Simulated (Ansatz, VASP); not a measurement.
## Two plane-wave programs on ZnO

```
Zn O
1.0
     5.17825    0.00000    0.00000
    -2.58913    4.48450    0.00000
     0.00000    0.00000    9.81929
Zn O
6 6
Direct
  0.76808 0.38404 0.08333
  0.61596 0.38404 0.41667
  0.38404 0.76808 0.25000
  0.61596 0.23192 0.75000
  0.23192 0.61596 0.58333
  0.38404 0.61596 0.91667
  0.59879 0.19758 0.25000
  0.19758 0.59879 0.08333
  0.40121 0.59879 0.41667
  0.80242 0.40121 0.58333
  0.59879 0.40121 0.91667
  0.40121 0.80242 0.75000
```

Alike in both runs: functional PBE; k mesh 6 × 6 × 4; occupations gaussian, width 0.02 eV; no spin polarisation.

Ansatz relaxed the structure, and its values are those at the end. VASP's run is a single point on that final structure, the one shown.

```csv
,VASP,Ansatz
version,VASP 6.6.1,Ansatz 0.2.0
potentials or method,"VASP PAW PBE potentials, release 64 (Zn, O), cutoff 520 eV","scalar-relativistic, plane waves, PAW"
valence electrons in the cell,108,108
```

|  | VASP | Ansatz | Ansatz less VASP |
| --- | --- | --- | --- |
| gap on the k mesh at the Fermi level (eV) | 0.90 | 0.91 | +0.002 |
| least direct gap on the mesh (eV) | 0.90 | 0.91 | +0.002 |
| pressure (GPa) | 0.7 | 0.0 | -0.68 |
| rms of the force components (eV/Å) | 0.005 | 0.001 | -0.0047 |
